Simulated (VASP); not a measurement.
# Ti (P6/mmm) in VASP: further runs

Runs on Ti. Level: r2SCAN. Tasks: single point.

Everything below comes from runs of VASP 6.6.1. Logs are shortened: lines on timing, memory, paths and dates and some standing lists are left out, and cuts for length are marked.

### 1 The cell of the first run

Symmetry: P6/mmm, No. 191, hexagonal system. The conventional cell has a = 4.568 Å, b = 4.568 Å, c = 2.825 Å, α = 90.00°, β = 90.00°, γ = 120.00°. Ti (site symmetry 6/mmm) has 14 Ti at 2.82 to 2.99 Å within 3.7 Å. Within 3.5 Å of Ti (site symmetry -6m2) lie 11 Ti at 2.64 to 2.99 Å.

This isn't the form of Ti at room conditions, which is hcp.

### 2 Single point, r2SCAN

File POSCAR:

```
Ti
1.0
    4.5680217113      0.0000000000      0.0000000000
   -2.2840108556      3.9560228470      0.0000000000
    0.0000000000      0.0000000000      2.8245629289
Ti
3
Direct
    0.0000000000      0.0000000000      0.0000000000
    0.3333333333      0.6666666667      0.5000000000
    0.6666666667      0.3333333333      0.5000000000
```

File INCAR.step1:

```
SYSTEM = Ti
ALGO = Normal ; EDIFF = 1E-4
ENCUT = 520 ; GGA = PE
ISMEAR = 0 ; LASPH = .TRUE.
LCHARG = .FALSE. ; LREAL = .FALSE.
LWAVE = .TRUE. ; NBANDS = 25
NELM = 80 ; PREC = Accurate
SIGMA = 0.1
```

File INCAR.step2:

```
SYSTEM = Ti
ALGO = Normal ; EDIFF = 1E-7
ENCUT = 520 ; ISIF = 2
ISMEAR = 0 ; ISTART = 1
LASPH = .TRUE. ; LCHARG = .FALSE.
LMIXTAU = .TRUE. ; LREAL = .FALSE.
LWAVE = .FALSE. ; METAGGA = R2SCAN
NBANDS = 25 ; NELM = 80
PREC = Accurate ; SIGMA = 0.1
```

File KPOINTS:

```
k-points
0
G
  12 12 18
  0 0 0
```

Potentials or basis: VASP PAW PBE potentials, release 64 (Ti_sv).

Command:

```bash
$ cat potpaw_PBE.64/Ti_sv/POTCAR > POTCAR
$ cp INCAR.step1 INCAR
$ mpirun -np 1 vasp_std > vasp.out
$ cp INCAR.step2 INCAR
$ mpirun -np 1 vasp_std > vasp.out
```

OUTCAR:

```text
SYSTEM = Ti
   EDIFF = 1E-7
   ENCUT = 520
   ISIF = 2
   ISMEAR = 0
   ISTART = 1
   LASPH = .TRUE.
   LREAL = .FALSE.
   METAGGA = R2SCAN
   NELM = 80
   PREC = Accurate

 ion  position               nearest neighbor table
   1  0.000  0.000  0.000-
   2  0.333  0.667  0.500-   3 2.64   3 2.64   3 2.64
   3  0.667  0.333  0.500-   2 2.64   2 2.64   2 2.64

  LATTYP: Found a hexagonal cell.
 ALAT       =     4.5680217113
 C/A-ratio  =     0.6183339545

  Lattice vectors:

 A1 = (   4.5680217113,   0.0000000000,   0.0000000000)
 A2 = (  -2.2840108556,   3.9560228470,   0.0000000000)
 A3 = (   0.0000000000,   0.0000000000,   2.8245629289)

Analysis of symmetry for initial positions (statically):
=====================================================================
 Subroutine PRICEL returns:
 Original cell was already a primitive cell.

 Routine SETGRP: Setting up the symmetry group for a
 hexagonal supercell.

 Subroutine GETGRP returns: Found 24 space group operations
 (whereof 24 operations were pure point group operations)
 out of a pool of 24 trial point group operations.

The static configuration has the point symmetry D_6h.

Analysis of symmetry for dynamics (positions and initial velocities):
=====================================================================
 Subroutine PRICEL returns:
 Original cell was already a primitive cell.

 Routine SETGRP: Setting up the symmetry group for a
 hexagonal supercell.

 Subroutine GETGRP returns: Found 24 space group operations
 (whereof 24 operations were pure point group operations)
 out of a pool of 24 trial point group operations.

The dynamic configuration has the point symmetry D_6h.

 Subroutine INISYM returns: Found 24 space group operations
 (whereof 24 operations are pure point group operations),
 and found     1 'primitive' translations

----------------------------------------------------------------------------------------

                                     Primitive cell

  volume of cell :      51.0432

  direct lattice vectors                    reciprocal lattice vectors
     4.568021711  0.000000000  0.000000000     0.218913145  0.126389563  0.000000000
    -2.284010856  3.956022847  0.000000000     0.000000000  0.252779127  0.000000000
     0.000000000  0.000000000  2.824562929     0.000000000  0.000000000  0.354037076

  length of vectors
     4.568021711  4.568021711  2.824562929     0.252779127  0.252779127  0.354037076

  position of ions in fractional coordinates (direct lattice)
     0.000000000  0.000000000  0.000000000
     0.333333333  0.666666667  0.500000000
     0.666666667  0.333333333  0.500000000

  ion indices of the primitive-cell ions
   primitive index   ion index
                 1           1
                 2           2
                 3           3

----------------------------------------------------------------------------------------

 KPOINTS: k-points

Automatic generation of k-mesh.
 Grid dimensions read from file:
 generate k-points for:   12   12   18

 Generating k-lattice:

  Cartesian coordinates                     Fractional coordinates (reciprocal lattice)
     0.018242762  0.010532464  0.000000000     0.083333333  0.000000000  0.000000000
     0.000000000  0.021064927  0.000000000     0.000000000  0.083333333  0.000000000
     0.000000000  0.000000000  0.019668726     0.000000000  0.000000000  0.055555556

  Length of vectors
     0.021064927  0.021064927  0.019668726

  Shift w.r.t. Gamma in fractional coordinates (k-lattice)
     0.000000000  0.000000000  0.000000000

 Subroutine IBZKPT returns following result:
 ===========================================

 Found    190 irreducible k-points:

 Following reciprocal coordinates:
            Coordinates               Weight
  0.000000  0.000000  0.000000      1.000000
  0.083333  0.000000  0.000000      6.000000
  0.166667 -0.000000  0.000000      6.000000
  0.250000 -0.000000  0.000000      6.000000
  0.333333 -0.000000  0.000000      6.000000
  0.416667 -0.000000  0.000000      6.000000
[... 16 lines left out ...]
  0.250000 -0.000000  0.055556     12.000000
  0.333333 -0.000000  0.055556     12.000000
 [... further k-points ...]
   k-points           NKPTS =    190   k-points in BZ     NKDIM =    190   number of bands    NBANDS=     25
   number of dos      NEDOS =    301   number of ions     NIONS =      3
   total plane-waves  NPLWV =  31104
   dimension x,y,z NGX =    36 NGY =   36 NGZ =   24
   dimension x,y,z NGXF=    72 NGYF=   72 NGZF=   48
   ions per type =               3
   NGX,Y,Z   is equivalent  to a cutoff of  13.10, 13.10, 14.13 a.u.
   NGXF,Y,Z  is equivalent  to a cutoff of  26.20, 26.20, 28.25 a.u.
 SYSTEM =  Ti
   PREC   = accura    normal or accurate (medium, high low for compatibility)
   ISTART =      1    job   : 0-new  1-cont  2-samecut
   ICHARG =      0    charge: 1-file 2-atom 10-const
   ISPIN  =      1    spin polarized calculation?
   LNONCOLLINEAR =      F non collinear calculations
   LSORBIT =      F    spin-orbit coupling
   LASPH  =      T    aspherical Exc in radial PAW
   ENCUT  =  520.0 eV  38.22 Ry    6.18 a.u.   8.49  8.49  5.25*2*pi/ulx,y,z
   NELM   =     80;   NELMIN=  2; NELMDL=  0     # of ELM steps
   EDIFF  = 0.1E-06   stopping-criterion for ELM
   LREAL  =      F    real-space projection
   EDIFFG = 0.1E-05   stopping-criterion for IOM
   NSW    =      0    number of steps for IOM
   IBRION =     -1    ionic relax: 0-MD 1-quasi-New 2-CG
   NFREE  =      0    steps in history (QN), initial steepest desc. (CG)
   ISIF   =      2    stress and relaxation
   ISYM   =      2    0-nonsym 1-usesym 2-fastsym
   POTIM  = 0.5000    time-step for ionic-motion
   TEBEG  =    0.0;   TEEND  =   0.0 temperature during run
   PSTRESS=    0.0 pullay stress
   NELECT =      36.0000    total number of electrons
   NUPDOWN=      -1.0000    fix difference up-down
   EMIN   =  10.00;   EMAX   =-10.00  energy-range for DOS
   EFERMI =   0.00;   METHOD = LEGACY
   ISMEAR =     0;   SIGMA  =   0.10  broadening in eV -4-tet -1-fermi 0-gaus
   EFERMI_NEDOS =   21; number of points for ismear=-14 and -15
   IALGO  =     38    algorithm
   IMIX   =      4    mixing-type and parameters
     AMIX     =   0.40;   BMIX     =  1.00
     AMIX_MAG =   1.60;   BMIX_MAG =  1.00
  volume/ion in A,a.u.               =      17.01       114.82
  Fermi-wavevector in a.u.,A,eV,Ry     =   1.457235  2.753775 28.892432  2.123534
  Thomas-Fermi vector in A             =   2.574060
   LORBIT       =      0    0 simple, 1 ext, 2 COOP (PROOUT), +10 PAW based schemes
   METAGGA = R2SCAN    functional components
   LHFCALC =     F    Hartree Fock is set to
   AEXX    =    0.0000 exact exchange contribution
   IVDW    =     0    specifies the selected vdW correction
   LEPSILON=     F    determine dielectric tensor
   LRPA    =     F    only Hartree local field effects (RPA)
 non-spin polarized calculation
 Gauss-broadening in eV      SIGMA  =   0.10
  energy-cutoff  :      520.00
  volume of cell :       51.04
 maximum number of plane-waves:      1408
 NGX is ok and might be reduce to    36
   NGX = 17   NGY = 17   NGZ = 11

 number of electron      35.9999989 magnetization

 Free energy of the ion-electron system (eV)
  ---------------------------------------------------
  ext. energy  EPLUGINS =         0.00000000
  ---------------------------------------------------
  free energy    TOTEN  =       -38.90447842 eV

  energy without entropy =      -38.89325291  energy(sigma->0) =      -38.89886567

 E-fermi :   8.5112     XC(G=0): -12.5053

 val. band max:        8.4943907266   @ k =   0.4167   0.1667   0.1111
 cond. band min:       8.5122330387   @ k =   0.4167   0.1667   0.2778
 fundamental gap:      0.0178423121
 Fermi energy:         8.5112071240

 k-point     1 :       0.0000    0.0000    0.0000
  band No.  band energies     occupation
      1     -50.7479      2.00000
      2     -50.4960      2.00000
      3     -50.3279      2.00000
      4     -26.0155      2.00000
      5     -26.0154      2.00000
      6     -25.9413      2.00000
[... 17 lines left out ...]
     24      10.4645      0.00000
     25      10.6014      0.00000

 k-point     2 :       0.0833    0.0000    0.0000
  band No.  band energies     occupation
      1     -50.7468      2.00000
      2     -50.4944      2.00000
      3     -50.3308      2.00000
      4     -26.0484      2.00000
      5     -26.0424      2.00000
      6     -25.9077      2.00000
[... 17 lines left out ...]
     24      10.3079      0.00000
     25      10.8040      0.00000

 k-point     3 :       0.1667   -0.0000    0.0000
  band No.  band energies     occupation
      1     -50.7437      2.00000
      2     -50.4895      2.00000
      3     -50.3390      2.00000
      4     -26.0985      2.00000
      5     -26.0690      2.00000
      6     -25.8557      2.00000
[... 17 lines left out ...]
     24      10.1869      0.00000
     25      11.0599      0.00000

 k-point     4 :       0.2500   -0.0000    0.0000
  band No.  band energies     occupation
      1     -50.7395      2.00000
      2     -50.4813      2.00000
      3     -50.3518      2.00000
      4     -26.1437      2.00000
      5     -26.0714      2.00000
      6     -25.8080      2.00000
[... 17 lines left out ...]
     24      10.4498      0.00000
     25      11.3164      0.00000

 k-point     5 :       0.3333   -0.0000    0.0000
  band No.  band energies     occupation
      1     -50.7354      2.00000
      2     -50.4701      2.00000
      3     -50.3674      2.00000
      4     -26.1786      2.00000
      5     -26.0485      2.00000
      6     -25.7703      2.00000
[... 17 lines left out ...]
     24      10.7748      0.00000
     25      11.3563      0.00000

 k-point     6 :       0.4167   -0.0000    0.0000
  band No.  band energies     occupation
      1     -50.7326      2.00000
      2     -50.4585      2.00000
      3     -50.3822      2.00000
      4     -26.2007      2.00000
      5     -26.0089      2.00000
      6     -25.7895      2.00000
[... 17 lines left out ...]
     24      10.9878      0.00000
     25      11.1354      0.00000
[... 393 lines left out ...]
 k-point    21 :       0.0833    0.0000    0.0556
  band No.  band energies     occupation
      1     -50.7446      2.00000
      2     -50.4930      2.00000
      3     -50.3291      2.00000
      4     -26.0447      2.00000
      5     -26.0390      2.00000
      6     -25.9062      2.00000
[... 17 lines left out ...]
     24      10.3106      0.00000
     25      10.8400      0.00000

 k-point    22 :       0.1667   -0.0000    0.0556
  band No.  band energies     occupation
      1     -50.7415      2.00000
      2     -50.4881      2.00000
      3     -50.3374      2.00000
      4     -26.0943      2.00000
      5     -26.0655      2.00000
      6     -25.8550      2.00000
[... 17 lines left out ...]
     24      10.2208      0.00000
     25      11.1165      0.00000

 k-point    23 :       0.2500   -0.0000    0.0556
  band No.  band energies     occupation
      1     -50.7375      2.00000
      2     -50.4797      2.00000
      3     -50.3502      2.00000
      4     -26.1390      2.00000
      5     -26.0684      2.00000
      6     -25.8081      2.00000
[... 17 lines left out ...]
     24      10.4382      0.00000
     25      11.3734      0.00000

 k-point    24 :       0.3333   -0.0000    0.0556
  band No.  band energies     occupation
      1     -50.7336      2.00000
      2     -50.4685      2.00000
      3     -50.3657      2.00000
      4     -26.1736      2.00000
      5     -26.0462      2.00000
      6     -25.7712      2.00000
[... 17 lines left out ...]
     24      10.7619      0.00000
     25      11.3394      0.00000

 [... further k-points ...]

------------------------ aborting loop because EDIFF is reached ----------------------------------------

  FORCE on cell =-STRESS in cart. coord.  units (eV):
  Direction    XX          YY          ZZ          XY          YZ          ZX
  --------------------------------------------------------------------------------------
  -------------------------------------------------------------------------------------
  Total        0.1497021      0.1497021      0.1225533      0.0000000      0.0000000     -0.0000000
  in kB        4.6989430      4.6989430      3.8467799      0.0000000      0.0000000     -0.0000000
  external PRESSURE =       4.4148886 kB  Pullay stress =       0.0000000 kB

 VOLUME and BASIS-vectors are now :
 -----------------------------------------------------------------------------
  energy-cutoff  :      520.00
  volume of cell :       51.04
      direct lattice vectors                 reciprocal lattice vectors
     4.568021711  0.000000000  0.000000000     0.218913145  0.126389563  0.000000000
    -2.284010856  3.956022847  0.000000000     0.000000000  0.252779127  0.000000000
     0.000000000  0.000000000  2.824562929     0.000000000  0.000000000  0.354037076

 POSITION                                       TOTAL-FORCE (eV/Angst)
 -----------------------------------------------------------------------------------
      0.00000      0.00000      0.00000        -0.000000      0.000000      0.000000
     -0.00000      2.63735      1.41228         0.000000     -0.000000      0.000000
      2.28401      1.31867      1.41228        -0.000000      0.000000      0.000000
 -----------------------------------------------------------------------------------
    total drift:                                0.000000      0.000000     -0.000000

  FREE ENERGIE OF THE ION-ELECTRON SYSTEM (eV)
  ---------------------------------------------------
  free  energy   TOTEN  =       -38.9044784199 eV

  energy  without entropy=      -38.8932529110  energy(sigma->0) =      -38.89886567
```

Wall time 32 min (1 thread of Intel Xeon 8259CL, shared host); peak memory 0.32 GiB.

What came out:

* Free energy: -38.9045 eV
* Pressure: 0.4 GPa
* Band gap on the k mesh: zero (bands 18 and 19 overlap by 0.28 eV)

Levels at points of the mesh, in eV from the Fermi level:
| k point | band 15 | band 16 | band 17 | band 18 | band 19 | band 20 | band 21 | band 22 |
| --- | --- | --- | --- | --- | --- | --- | --- | --- |
| (0.00, 0.00, 0.00) | -0.80 | -0.80 | -0.78 | -0.78 | 0.02 | 0.82 | 1.43 | 1.43 |
| (0.50, 0.00, 0.00) | -2.78 | -0.43 | -0.35 | -0.35 | 0.08 | 0.63 | 0.93 | 1.15 |
| (0.00, 0.00, 0.50) | -2.21 | -1.99 | -1.79 | -1.79 | 1.13 | 1.13 | 1.39 | 1.39 |
| (0.50, 0.00, 0.50) | -1.83 | -1.29 | -0.86 | -0.76 | 0.45 | 0.91 | 0.91 | 1.15 |

Caveat: the PAW data sets were made with another functional, which shifts forces and pressure a little.

### 3 Single point, r2SCAN (equal strain along all axes, cell held: +1.0 %)

File POSCAR:

```
Ti
1.0
    4.6137019284      0.0000000000      0.0000000000
   -2.3068509642      3.9955830755      0.0000000000
    0.0000000000      0.0000000000      2.8528085582
Ti
3
Direct
    0.0000000000      0.0000000000      0.0000000000
    0.3333333333      0.6666666667      0.5000000000
    0.6666666667      0.3333333333      0.5000000000
```

File INCAR.step1:

```
  PREC = Accurate
  ENCUT = 520
  ISMEAR = 0
  SIGMA = 0.1
  LREAL = F
  LASPH = T
  NELM = 80
  NBANDS = 25
  GGA = PE
  ALGO = Normal
  EDIFF = 1E-4
  LWAVE = T
  LCHARG = F
```

File INCAR.step2:

```
  PREC = Accurate
  ENCUT = 520
  EDIFF = 1E-6
  ISMEAR = 0
  SIGMA = 0.1
  LREAL = F
  LASPH = T
  NELM = 80
  ALGO = Normal
  ISIF = 2
  LWAVE = F
  LCHARG = F
  METAGGA = R2SCAN
  LMIXTAU = T
  NBANDS = 25
  ISTART = 1
```

File KPOINTS:

```
regular mesh
0
Gamma
  12 12 18
```

Potentials or basis: VASP PAW PBE potentials, release 64 (Ti_sv).

Command:

```bash
$ cat potpaw_PBE.64/Ti_sv/POTCAR > POTCAR
$ cp INCAR.step1 INCAR
$ mpirun -np 1 vasp_std > vasp.out
$ cp INCAR.step2 INCAR
$ mpirun -np 1 vasp_std > vasp.out
```

Run time: 22 min. Hardware: 1 thread of Intel Xeon 8259CL, shared host; peak memory 0.32 GiB.

Results (log left out):

| Property | Result |
| --- | --- |
| Free energy | -38.8930 eV |
| Pressure | -3.0 GPa |
| Band gap on the k mesh | zero (bands 18 and 19 overlap by 0.26 eV) |

Stress tensor (GPa, compression positive):
```
-2.85  0.00  0.00
 0.00 -2.85  0.00
 0.00  0.00 -3.20
```

Levels at points of the mesh, in eV from the Fermi level:
| k point | band 15 | band 16 | band 17 | band 18 | band 19 | band 20 | band 21 | band 22 |
| --- | --- | --- | --- | --- | --- | --- | --- | --- |
| (0.00, 0.00, 0.00) | -0.79 | -0.79 | -0.77 | -0.77 | 0.01 | 0.80 | 1.40 | 1.40 |
| (0.50, 0.00, 0.00) | -2.70 | -0.39 | -0.33 | -0.32 | 0.10 | 0.62 | 0.84 | 1.13 |
| (0.00, 0.00, 0.50) | -2.10 | -1.99 | -1.72 | -1.72 | 1.11 | 1.11 | 1.34 | 1.34 |
| (0.50, 0.00, 0.50) | -1.74 | -1.22 | -0.85 | -0.73 | 0.46 | 0.83 | 0.89 | 1.11 |

Caveat: the cell differs from its parent crystal (equal strain along all axes, cell held: +1.0 %); the PAW data sets were made with another functional, which shifts forces and pressure a little.
